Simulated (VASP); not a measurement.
# Zn3P: single point with PBE

The system is Zn3P.

```
Zn P
1.0
     3.96184    0.00000    0.00000
     0.00000    3.96184    0.00000
     0.00000    0.00000    3.96184
Zn P
3 1
Direct
  0.00000 0.50000 0.50000
  0.50000 0.00000 0.50000
  0.50000 0.50000 0.00000
  0.00000 0.00000 0.00000
```

```
Program                : VASP 6.6.1
Task                   : single point
Functional             : PBE
Potentials or basis    : VASP PAW PBE potentials, release 64 (Zn, P)
Cutoff                 : 520 eV
k mesh                 : 4 × 4 × 4
Occupations            : gaussian, width 0.1 eV
Spin                   : no spin polarisation
Dipole correction      : no
Further INCAR settings : ALGO = Normal; EDIFF = 1e-06; NBANDS = 28
```

The pressure is 0.3 GPa.

Levels at points of the mesh, in eV from the Fermi level:
| k point | band 16 | band 17 | band 18 | band 19 | band 20 | band 21 | band 22 | band 23 | band 24 | band 25 |
| --- | --- | --- | --- | --- | --- | --- | --- | --- | --- | --- |
| (0.00, 0.00, 0.00) | -6.62 | -3.41 | -2.95 | -2.95 | -2.95 | 0.96 | 0.96 | 4.72 | 4.72 | 4.72 |
| (0.50, 0.00, 0.00) | -6.83 | -6.62 | -1.48 | -1.22 | -1.22 | 1.48 | 1.63 | 1.63 | 2.71 | 3.10 |
| (0.50, 0.50, 0.00) | -6.76 | -5.27 | -5.27 | -5.07 | -0.19 | 1.74 | 3.34 | 3.34 | 3.86 | 3.86 |
| (0.50, 0.50, 0.50) | -6.24 | -4.68 | -4.68 | -4.68 | -2.68 | -1.87 | -1.87 | -1.87 | 8.37 | 8.37 |

Run time: 7.6 s on 1 thread of Intel(R) Xeon(R) 6975P-C (Granite Rapids), on a shared host, peak memory 0.17 GiB.

Caveat: the k points lie up to 0.40 Å⁻¹ apart.
